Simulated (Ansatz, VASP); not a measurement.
## Two plane-wave programs on CaO

Contents of POSCAR:

```
CaO
1.0
    0.0000000000      2.3974236343      2.3974236343
    2.3974236343      0.0000000000      2.3974236343
    2.3974236343      2.3974236343      0.0000000000
Ca O
1 1
Direct
    0.5000000000      0.5000000000      0.5000000000
    0.0000000000      0.0000000000      0.0000000000
```

File INCAR.step1:

```
SYSTEM = CaO
ALGO = Normal
EDIFF = 1E-5
ENCUT = 1480
GGA = PE
GGA_COMPAT = .False.
ISMEAR = -1
LASPH = .True.
LCHARG = .False.
LREAL = .False.
LWAVE = .True.
NBANDS = 15
NELM = 120
PREC = Accurate
SIGMA = 0.1
```

File INCAR.step2:

```
SYSTEM = CaO
ALGO = Normal
EDIFF = 1E-6
ENCUT = 1480
GGA_COMPAT = .False.
ISIF = 2
ISMEAR = -1
ISTART = 1
LASPH = .True.
LCHARG = .False.
LMIXTAU = .True.
LREAL = .False.
LWAVE = .False.
METAGGA = R2SCAN
NBANDS = 15
NELM = 120
PREC = Accurate
SIGMA = 0.1
```

The input KPOINTS:

```
k-points
0
Gamma
  8 8 8
  0 0 0
```

Input for Ansatz:

```yaml
crystal:
  lattice:
    - [0.0, 2.3974236343, 2.3974236343]
    - [2.3974236343, 0.0, 2.3974236343]
    - [2.3974236343, 2.3974236343, 0.0]
  atoms:
    - { symbol: Ca, position: [0.5, 0.5, 0.5] }
    - { symbol: O, position: [0.0, 0.0, 0.0] }
basis:
  ecutwfc: 500
  ecutrho_ratio: 4
kpoints:
  mp_grid: { grid: [8, 8, 8] }
hamiltonian:
  xc: r2scan
scf:
  occupations: { method: fermi_dirac, width: 0.1 }
output:
  forces: true
  stress: true
```

Alike in both runs: task single point; functional r2SCAN; k mesh 8 × 8 × 8; occupations fermi-dirac, width 0.1 eV; no spin polarisation.

|  | VASP | Ansatz |
| --- | --- | --- |
| version | VASP 6.6.1 | Ansatz 0.2.0 |
| potentials or method | VASP PAW PBE potentials, release 64 (Ca_sv, O_h), cutoff 1480 eV | scalar-relativistic, plane waves, PAW |
| valence electrons in the cell | 16 | 16 |

|  | VASP | Ansatz | Ansatz less VASP |
| --- | --- | --- | --- |
| pressure (GPa) | 1.0 | 0.0 | -0.99 |

VASP's potentials were made for PBE, not for r2SCAN. With one functional, cell and mesh, what is left measures potentials, basis and numerics.
